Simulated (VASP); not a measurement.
# Ge (Fm-3m) in VASP: notebook

The runs below take Ge through single point, with revPBE.

Program: VASP 6.6.1. These are calculated values, not measurements. Logs are shortened: lines on timing, memory, paths and dates and some standing lists are left out, and cuts for length are marked.

## 1. The cell of the first run

It takes space group Fm-3m (No. 225, cubic). Conventional cell: a = 4.360 Å, b = 4.360 Å, c = 4.360 Å, α = 90.00°, β = 90.00°, γ = 90.00°. Within 4.1 Å of Ge (site symmetry m-3m) lie 12 Ge at 3.08 Å.

## 2. Single point, revPBE (volume scaled by 1.04)

INCAR

```
SYSTEM = Ge
ALGO     = Normal         ! electronic algorithm
EDIFF    = 1E-6           ! SCF threshold, eV
ENCUT    = 520            ! plane-wave cutoff, eV
GGA      = RE             ! functional
ISIF     = 2              ! what is computed and relaxed
ISMEAR   = -1             ! smearing method
LASPH    = .TRUE.         ! aspherical terms in the spheres
LCHARG   = .FALSE.        ! write CHGCAR
LREAL    = .FALSE.        ! projectors in reciprocal space
LWAVE    = .FALSE.        ! write WAVECAR
NBANDS   = 13             ! bands
NELM     = 60             ! most SCF steps
PREC     = Accurate       ! precision mode
SIGMA    = 0.1            ! smearing width, eV
```

KPOINTS

```
k-points
0
G
  14 14 14
  0 0 0
```

POSCAR

```
Ge
1.0
    0.0000000000      2.1800860005      2.1800860005
    2.1800860005      0.0000000000      2.1800860005
    2.1800860005      2.1800860005      0.0000000000
Ge
1
Direct
    0.0000000000      0.0000000000      0.0000000000
```

Potentials or basis: VASP PAW PBE potentials, release 64 (Ge_d).

Run with:

```console
$ cat potpaw_PBE.64/Ge_d/POTCAR > POTCAR
$ mpirun -np 1 vasp_std > vasp.out
```

OUTCAR:

```text
SYSTEM = Ge
   EDIFF = 1E-6
   ENCUT = 520
   GGA = RE
   ISIF = 2
   ISMEAR = -1
   LASPH = .TRUE.
   LREAL = .FALSE.
   NELM = 60
   PREC = Accurate

 ion  position               nearest neighbor table
   1  0.000  0.000  0.000-

  LATTYP: Found a face centered cubic cell.
 ALAT       =     4.3601720010

  Lattice vectors:

 A1 = (   0.0000000000,   2.1800860005,   2.1800860005)
 A2 = (   2.1800860005,   0.0000000000,   2.1800860005)
 A3 = (   2.1800860005,   2.1800860005,   0.0000000000)

Analysis of symmetry for initial positions (statically):
=====================================================================
 Subroutine PRICEL returns:
 Original cell was already a primitive cell.

 Routine SETGRP: Setting up the symmetry group for a
 face centered cubic supercell.

 Subroutine GETGRP returns: Found 48 space group operations
 (whereof 48 operations were pure point group operations)
 out of a pool of 48 trial point group operations.

The static configuration has the point symmetry O_h .

Analysis of symmetry for dynamics (positions and initial velocities):
=====================================================================
 Subroutine PRICEL returns:
 Original cell was already a primitive cell.

 Routine SETGRP: Setting up the symmetry group for a
 face centered cubic supercell.

 Subroutine GETGRP returns: Found 48 space group operations
 (whereof 48 operations were pure point group operations)
 out of a pool of 48 trial point group operations.

The dynamic configuration has the point symmetry O_h .

 Subroutine INISYM returns: Found 48 space group operations
 (whereof 48 operations are pure point group operations),
 and found     1 'primitive' translations

----------------------------------------------------------------------------------------

                                     Primitive cell

  volume of cell :      20.7229

  direct lattice vectors                    reciprocal lattice vectors
     0.000000000  2.180086000  2.180086000    -0.229348750  0.229348750  0.229348750
     2.180086000  0.000000000  2.180086000     0.229348750 -0.229348750  0.229348750
     2.180086000  2.180086000  0.000000000     0.229348750  0.229348750 -0.229348750

  length of vectors
     3.083107189  3.083107189  3.083107189     0.397243688  0.397243688  0.397243688

  position of ions in fractional coordinates (direct lattice)
     0.000000000  0.000000000  0.000000000

  ion indices of the primitive-cell ions
   primitive index   ion index
                 1           1

[... 76 lines left out ...]
   NFREE  =      0    steps in history (QN), initial steepest desc. (CG)
   ISIF   =      2    stress and relaxation
   ISYM   =      2    0-nonsym 1-usesym 2-fastsym
   POTIM  = 0.5000    time-step for ionic-motion
   TEBEG  =    0.0;   TEEND  =   0.0 temperature during run
   PSTRESS=    0.0 pullay stress
   NELECT =      14.0000    total number of electrons
   NUPDOWN=      -1.0000    fix difference up-down
   EMIN   =  10.00;   EMAX   =-10.00  energy-range for DOS
   EFERMI =   0.00;   METHOD = LEGACY
   ISMEAR =    -1;   SIGMA  =   0.10  broadening in eV -4-tet -1-fermi 0-gaus
   EFERMI_NEDOS =   21; number of points for ismear=-14 and -15
   IALGO  =     38    algorithm
   IMIX   =      4    mixing-type and parameters
     AMIX     =   0.40;   BMIX     =  1.00
     AMIX_MAG =   1.60;   BMIX_MAG =  1.00
  volume/ion in A,a.u.               =      20.72       139.85
  Fermi-wavevector in a.u.,A,eV,Ry     =   1.436483  2.714560 28.075404  2.063484
  Thomas-Fermi vector in A             =   2.555666
   LORBIT       =      0    0 simple, 1 ext, 2 COOP (PROOUT), +10 PAW based schemes
   GGA     = RE    functional components
   LHFCALC =     F    Hartree Fock is set to
   AEXX    =    0.0000 exact exchange contribution
   IVDW    =     0    specifies the selected vdW correction
   LEPSILON=     F    determine dielectric tensor
   LRPA    =     F    only Hartree local field effects (RPA)
 non-spin polarized calculation
  energy-cutoff  :      520.00
  volume of cell :       20.72
 maximum number of plane-waves:       568
   NGX = 11   NGY = 11   NGZ = 11

 number of electron      13.9999989 magnetization

 Free energy of the ion-electron system (eV)
  ---------------------------------------------------
  ext. energy  EPLUGINS =         0.00000000
  ---------------------------------------------------
  free energy    TOTEN  =        -3.88501202 eV

  energy without entropy =       -3.86706614  energy(sigma->0) =       -3.87603908

 E-fermi :   5.9968     XC(G=0): -10.7579

 val. band max:        5.9456547697   @ k =  -0.4286   0.3571   0.1429
 cond. band min:       6.0042641129   @ k =  -0.4286   0.4286   0.0000
 fundamental gap:      0.0586093432
 Fermi energy:         5.9968205645

 k-point     1 :       0.0000    0.0000    0.0000
  band No.  band energies     occupation
      1     -18.8398      2.00000
      2     -18.8398      2.00000
      3     -18.8398      2.00000
      4     -18.8038      2.00000
      5     -18.8038      2.00000
      6      -6.5014      2.00000
      7      14.0687      0.00000
      8      14.0687      0.00000
      9      14.0687      0.00000
     10      19.3517      0.00000
     11      19.3517      0.00000
     12      19.3517      0.00000
     13      20.5675      0.00000
[... 354 lines left out ...]
  band No.  band energies     occupation
      1     -18.8492      2.00000
      2     -18.8240      2.00000
      3     -18.8168      2.00000
      4     -18.8047      2.00000
      5     -18.7851      2.00000
      6      -4.7791      2.00000
      7       7.6674      0.00000
      8      11.1271      0.00000
      9      11.5272      0.00000
     10      16.0229      0.00000
     11      18.0139      0.00000
     12      22.1914      0.00000
     13      22.6947      0.00000

 [... further k-points ...]
[... 5 lines left out ...]
  --------------------------------------------------------------------------------------
  -------------------------------------------------------------------------------------
  Total       -0.2619475     -0.2619475     -0.2619475     -0.0000000      0.0000000     -0.0000000
  in kB      -20.2522821    -20.2522821    -20.2522821     -0.0000000      0.0000000     -0.0000000
  external PRESSURE =     -20.2522821 kB  Pullay stress =       0.0000000 kB

 VOLUME and BASIS-vectors are now :
 -----------------------------------------------------------------------------
  energy-cutoff  :      520.00
  volume of cell :       20.72
      direct lattice vectors                 reciprocal lattice vectors
     0.000000000  2.180086000  2.180086000    -0.229348750  0.229348750  0.229348750
     2.180086000  0.000000000  2.180086000     0.229348750 -0.229348750  0.229348750
     2.180086000  2.180086000  0.000000000     0.229348750  0.229348750 -0.229348750

 POSITION                                       TOTAL-FORCE (eV/Angst)
 -----------------------------------------------------------------------------------
      0.00000      0.00000      0.00000        -0.000000      0.000000     -0.000000
 -----------------------------------------------------------------------------------
    total drift:                                0.000000      0.000000     -0.000000

  FREE ENERGIE OF THE ION-ELECTRON SYSTEM (eV)
  ---------------------------------------------------
  free  energy   TOTEN  =        -3.8850120152 eV

  energy  without entropy=       -3.8670661353  energy(sigma->0) =       -3.87603908
```

Run time: 21 s. Hardware: 1 thread of Intel Xeon 8259CL, shared host; peak memory 0.15 GiB.

Results:

```
Free energy            : -3.8850 eV
Pressure               : -2.0 GPa
Band gap on the k mesh : zero (band 7 reaches 14.07 eV, above the bottom of band 8 at 3.84 eV)
```

Levels at points of the mesh, in eV from the Fermi level:
| k point | band 4 | band 5 | band 6 | band 7 | band 8 | band 9 | band 10 | band 11 |
| --- | --- | --- | --- | --- | --- | --- | --- | --- |
| (0.00, 0.00, 0.00) | -24.80 | -24.80 | -12.50 | 8.07 | 8.07 | 8.07 | 13.35 | 13.35 |
| (0.50, 0.00, 0.00) | -24.76 | -24.76 | -7.78 | -5.09 | 6.22 | 6.22 | 11.17 | 12.14 |
| (0.50, 0.50, 0.00) | -24.76 | -24.76 | -5.73 | -3.94 | 2.41 | 2.41 | 6.04 | 6.49 |

Caveat: the PAW data sets were made with another functional, which shifts forces and pressure a little.

## 3. Single point, revPBE (volume scaled by 1.08)

INCAR

```
PREC = Accurate ; ENCUT = 520
EDIFF = 1E-7 ; ISMEAR = -1
SIGMA = 0.1 ; LREAL = False
LASPH = True ; NELM = 100
ALGO = Normal ; ISIF = 2
LWAVE = False ; LCHARG = False
GGA = RE ; NBANDS = 13
```

KPOINTS

```
regular mesh
0
Gamma
  14 14 14
```

POSCAR

```
Ge
1.0
    0.0000000000      2.2076849556      2.2076849556
    2.2076849556      0.0000000000      2.2076849556
    2.2076849556      2.2076849556      0.0000000000
Ge
1
Direct
    0.0000000000      0.0000000000      0.0000000000
```

Potentials or basis: VASP PAW PBE potentials, release 64 (Ge_d).

Run with:

```console
$ cat potpaw_PBE.64/Ge_d/POTCAR > POTCAR
$ mpirun -np 1 vasp_std > vasp.out
```

It took 30 s on 1 thread of Intel Xeon 8259CL, shared host; peak memory 0.15 GiB.

The run converged. Its results:

```yaml
Free_energy: -3.8712 eV
Pressure: -3.7 GPa
Band_gap_on_the_k_mesh: zero (band 7 reaches 13.36 eV, above the bottom of band 8 at 3.58 eV)
```

Levels at points of the mesh, in eV from the Fermi level:
```csv
k point,band 4,band 5,band 6,band 7,band 8,band 9,band 10,band 11
"(0.00, 0.00, 0.00)",-24.80,-24.80,-12.21,7.74,7.74,7.74,13.13,13.13
"(0.50, 0.00, 0.00)",-24.77,-24.77,-7.72,-4.88,5.97,5.97,10.82,11.95
"(0.50, 0.50, 0.00)",-24.76,-24.76,-5.78,-3.77,2.34,2.34,5.94,6.46
```

Caveat: the PAW data sets were made with another functional, which shifts forces and pressure a little.
